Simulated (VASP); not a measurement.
Write the native input for VASP 6.6.1 that does the following.

```
Task                   : single point
Functional             : PBE
Dispersion             : D3(BJ)
Potentials or basis    : VASP PAW PBE potentials, release 64 (Al)
Cutoff                 : 520 eV
k mesh                 : 18 × 18 × 10
Occupations            : gaussian, width 0.15 eV
Spin                   : no spin polarisation
Dipole correction      : no
Further INCAR settings : ALGO = Fast; EDIFF = 1e-07; NBANDS = 10
```

The structure of Al lies in POSCAR:

```
Al
1.0
    2.8124553515      0.0000000000      0.0000000000
   -1.4062276757      2.4356577814      0.0000000000
    0.0000000000      0.0000000000      4.8668500000
Al
2
Direct
    0.3301599339      0.0869933078      0.7500000000
    0.3333333333      0.6666666667      0.2500000000
```

This cell differs from its parent crystal: atom 1 (Al) moved by (-0.600, -0.600) A along x and y.

One way to write it, as run:

INCAR

```
PREC = Accurate
ENCUT = 520
EDIFF = 1E-7
ISMEAR = 0
SIGMA = 0.15
LREAL = F
LASPH = T
NELM = 80
ALGO = Fast
ISIF = 2
LWAVE = F
LCHARG = F
GGA = PE
IVDW = 12
NBANDS = 10
```

KPOINTS

```
Automatic mesh
0
Gamma
  18 18 10
```

Potentials or basis: VASP PAW PBE potentials, release 64 (Al).

Run with:

```sh
$ cat potpaw_PBE.64/Al/POTCAR > POTCAR
$ mpirun -np 1 vasp_std > vasp.out
```

It gave:

The pressure is -1.2 GPa, the largest force is 0.347 eV/Å and the band gap on the k mesh is zero (band 3 reaches 11.48 eV, above the bottom of band 4 at 4.48 eV). The dispersion energy per atom is -0.333 eV.

Caveat: the cell differs from its parent crystal (atom 1 (Al) moved by (-0.600, -0.600) A along x and y); pairwise dispersion overbinds metals, which lowers pressure and volume.

Wall time 2.5 min on 1 thread of Intel Xeon 6975P-C (shared host), peak memory 0.38 GiB.
